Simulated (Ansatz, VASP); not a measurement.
## Two plane-wave programs on BN

Contents of INCAR:

```
PREC     = Accurate       # precision mode
ENCUT    = 520            # plane-wave cutoff, eV
EDIFF    = 1E-6           # SCF threshold, eV
ISMEAR   = 0              # smearing method
SIGMA    = 0.05           # smearing width, eV
LREAL    = F              # projectors in reciprocal space
LASPH    = T              # aspherical terms in the spheres
NELM     = 80             # most SCF steps
ALGO     = Normal         # electronic algorithm
ISIF     = 2              # what is computed and relaxed
LWAVE    = F              # write WAVECAR
LCHARG   = F              # write CHGCAR
GGA      = PE             # functional
NBANDS   = 26             # bands
```

The input KPOINTS:

```
Automatic mesh
0
Gamma
  6 6 10
```

File POSCAR:

```
BN
1.0
    4.5222000000      0.0000000000      0.0000000000
    0.0000000000      4.5222000000      0.0000000000
    0.0000000000      0.0000000000      2.3962000000
B N
4 4
Direct
    0.1742811368      0.8257188632      0.5000000000
    0.3257188632      0.3257188632      0.0000000000
    0.6742811368      0.6742811368      0.0000000000
    0.8257188632      0.1742811368      0.5000000000
    0.8126115048      0.8126115048      0.5000000000
    0.3126115048      0.6873884952      0.0000000000
    0.6873884952      0.3126115048      0.0000000000
    0.1873884952      0.1873884952      0.5000000000
```

Input for Ansatz:

```yaml
crystal:
  lattice:
    - [4.5222, 0.0, 0.0]
    - [0.0, 4.5222, 0.0]
    - [0.0, 0.0, 2.3962]
  atoms:
    - { symbol: B, position: [0.1742811368, 0.8257188632, 0.5] }
    - { symbol: B, position: [0.3257188632, 0.3257188632, 0.0] }
    - { symbol: B, position: [0.6742811368, 0.6742811368, 0.0] }
    - { symbol: B, position: [0.8257188632, 0.1742811368, 0.5] }
    - { symbol: "N", position: [0.8126115048, 0.8126115048, 0.5] }
    - { symbol: "N", position: [0.3126115048, 0.6873884952, 0.0] }
    - { symbol: "N", position: [0.6873884952, 0.3126115048, 0.0] }
    - { symbol: "N", position: [0.1873884952, 0.1873884952, 0.5] }
basis:
  ecutwfc: 520.0
kpoints:
  mp_grid: { grid: [6, 6, 10] }
hamiltonian:
  xc: pbe
  pseudopotentials: { kind: paw, azcp: { folder: soft_1 } }
scf:
  occupations: { method: gaussian, width: 0.05 }
output:
  forces: true
  stress: true
  eigenvalues: true
```

Alike in both runs: task single point; functional PBE; k mesh 6 × 6 × 10; occupations gaussian, width 0.05 eV; no spin polarisation.

```csv
,VASP,Ansatz
version,VASP 6.6.1,Ansatz 0.2.0
potentials or method,"VASP PAW PBE potentials, release 64 (B, N), cutoff 520 eV","scalar-relativistic, plane waves, PAW"
valence electrons in the cell,32,32
```

```csv
,VASP,Ansatz,Ansatz less VASP
gap on the k mesh at the Fermi level (eV),4.66,4.68,+0.011
least direct gap on the mesh (eV),5.91,5.92,+0.012
pressure (GPa),11.9,11.5,-0.40
"traceless stress, the component that is largest in VASP (GPa)",52.47,52.06,-0.407
rms of the force components (eV/Å),0.311,0.299,-0.0118
```

Atom by atom the forces differ by 0.014 eV/Å (rms over components).
